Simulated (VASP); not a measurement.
Wanted: the native input for a VASP 6.6.1 run.

- Task: single point
- Functional: LDA
- Potentials or basis: VASP PAW LDA potentials, release 64 (Zr_sv, B)
- Cutoff: 520 eV
- k mesh: 16 × 16 × 16
- Occupations: gaussian, width 0.15 eV
- Spin: no spin polarisation
- Dipole correction: no
- Further INCAR settings: ALGO = Normal; EDIFF = 1e-07; NBANDS = 14

The structure of ZrB lies in POSCAR:

```
ZrB
1.0
    0.0000000000      2.4153850465      2.5924327704
    2.3025865648      0.0000000000      2.5924327704
    2.3025865648      2.4153850465      0.0000000000
Zr B
1 1
Direct
    0.0000000000      0.0000000000      0.0000000000
    0.5000000000      0.5000000000      0.5000000000
```

This cell differs from its parent crystal: normal strain along x -0.0467, normal strain along z +0.0733.

These files were run (other wordings do the same):

INCAR

```
PREC = Accurate ; ENCUT = 520
EDIFF = 1E-7 ; ISMEAR = 0
SIGMA = 0.15 ; LREAL = F
LASPH = T ; NELM = 100
ALGO = Normal ; ISIF = 2
LWAVE = F ; LCHARG = F
NBANDS = 14
```

KPOINTS

```
Automatic mesh
0
Gamma
  16 16 16
```

Potentials or basis: VASP PAW LDA potentials, release 64 (Zr_sv, B).

Command:

```sh
$ cat potpaw_LDA.64/Zr_sv/POTCAR potpaw_LDA.64/B/POTCAR > POTCAR
$ mpirun -np 1 vasp_std > vasp.out
```

Results of the run:

```
Pressure : -0.8 GPa
```

Caveat: the cell differs from its parent crystal (normal strain along x -0.0467, normal strain along z +0.0733).

Wall time 2.9 min on 1 thread of Intel(R) Xeon(R) Platinum 8488C (Sapphire Rapids) (shared host), peak memory 0.35 GiB.
